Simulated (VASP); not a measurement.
The system is CoO.

```
Co O
1.0
     0.00000    2.13150    2.13150
     2.13150    0.00000    2.13150
     2.13150    2.13150    0.00000
Co O
1 1
Direct
  0.00000 0.00000 0.00000
  0.50000 0.50000 0.50000
```

```yaml
Program: VASP 6.6.1
Task: relaxation of cell and atoms
Functional: LDA
Potentials_or_basis: VASP PAW LDA potentials, release 64 (Co, O)
Cutoff: 600 eV
k_mesh: 11 × 11 × 11
Occupations: fermi-dirac, width 0.05 eV
Spin: collinear spin, ferromagnetic start
Starting_moments: "[2.0, 0.0] μB"
```

At the start: pressure -20.8 GPa; volume 9.68 Å³/atom.

Task: How do energy, volume and symmetry change on relaxing?

Result: Over 4 steps the energy falls by 101.0 meV/atom and the volume is 8.35 Å³/atom (-13.7 %); space group Fm-3m (No. 225, to 0.05 Å); moment 1.90 μB per cell.

The path:
```csv
step,energy change (eV),largest force (eV/Å),pressure (GPa),volume (Å³)
1,0.0000,0.0000,-20.78,19.37
2,-0.1882,0.0000,7.90,16.06
3,-0.2019,0.0000,0.28,16.66
4,-0.2019,0.0000,-0.07,16.71
```

Final structure:
```
Co O
1.0
     0.00000    2.02905    2.02905
     2.02905    0.00000    2.02905
     2.02905    2.02905    0.00000
Co O
1 1
Cartesian
  0.0000 0.0000 0.0000
  2.0290 2.0290 2.0290
```

Caveat: the volume moved by -14 % from the deposited cell, more than functionals usually miss; a cell with one magnetic atom can't hold antiferromagnetic order, which such compounds often take.
